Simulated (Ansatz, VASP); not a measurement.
Re in VASP and in Ansatz

```
CELL_PARAMETERS angstrom
0.00000 1.70596 1.70596
1.70596 0.00000 1.70596
1.70596 1.70596 0.00000
ATOMIC_POSITIONS crystal
Re 0.00000 0.00000 0.00000
```

Change from the starting cell: volume scaled by 0.68, LAPW.

Alike in both runs: task single point; functional PBEsol; k mesh 17 × 17 × 17; occupations fermi-dirac, width 0.05 eV; no spin polarisation.

|  | VASP | Ansatz |
| --- | --- | --- |
| version | VASP 6.6.1 | Ansatz 0.2.0 |
| potentials or method | VASP PAW PBE potentials, release 64 (Re), cutoff 520 eV | all-electron LAPW, scalar-relativistic |

```tsv
	VASP	Ansatz	Ansatz less VASP
pressure (GPa)	351.1	337.1	-13.94
```

VASP's potentials were made for PBE, not for PBEsol. Both programs put the cell under a high pressure, so it lies far from rest at this level. Ansatz ran all-electron here, and VASP with PAW potentials.

Spin-orbit coupling is off throughout. Noted on VASP's run: the cell as given lies far from equilibrium.
